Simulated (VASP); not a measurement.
Write the native input for VASP 6.6.1 that does the following.

- Task: single point
- Functional: PBE
- Potentials or basis: VASP PAW PBE potentials, release 64 (Sn_d, O)
- Cutoff: 520 eV
- k mesh: 6 × 6 × 6
- Occupations: fermi-dirac, width 0.02 eV
- Spin: no spin polarisation
- Dipole correction: no
- Further INCAR settings: ALGO = Normal; EDIFF = 1e-07; NBANDS = 28

The structure of SnO (Romarchite) lies in POSCAR:

```
SnO
1.0
    3.7926488455      0.0000000000      0.0000000000
    0.0000000000      3.7926488455      0.0000000000
    0.0000000000      0.0000000000      4.7582138958
Sn O
2 2
Direct
    0.5000000000      0.0000000000      0.2410340807
    0.0000000000      0.5000000000      0.7589659193
    0.0000000000      0.0000000000      0.0000000000
    0.5000000000      0.5000000000      0.0000000000
```

One way to write it, as run:

INCAR

```
SYSTEM = SnO
  PREC = Accurate
  ENCUT = 520
  EDIFF = 1E-7
  ISMEAR = -1
  SIGMA = 0.02
  LREAL = .FALSE.
  LASPH = .TRUE.
  NELM = 80
  ALGO = Normal
  ISIF = 2
  LWAVE = .FALSE.
  LCHARG = .TRUE.
  GGA = PE
  LELF = .TRUE.
  LVHAR = .TRUE.
  NBANDS = 28
```

KPOINTS

```
regular mesh
0
G
  6 6 6
  0 0 0
```

Potentials or basis: VASP PAW PBE potentials, release 64 (Sn_d, O).

Launch:

```bash
$ cat potpaw_PBE.64/Sn_d/POTCAR potpaw_PBE.64/O/POTCAR > POTCAR
$ mpirun -np 1 vasp_std > vasp.out
```

Results of the run:

```
Pressure               : 5.6 GPa
Largest force          : 0.583 eV/Å
Band gap on the k mesh : zero (band 20 reaches 7.50 eV, above the bottom of band 21 at 7.44 eV)
```

Caveat: spin-orbit coupling is left out, which moves the levels of the heavy elements.

Wall time 35 s on 1 thread of Intel(R) Xeon(R) 6975P-C (Granite Rapids), with other jobs on the host, peak memory 0.2 GiB.
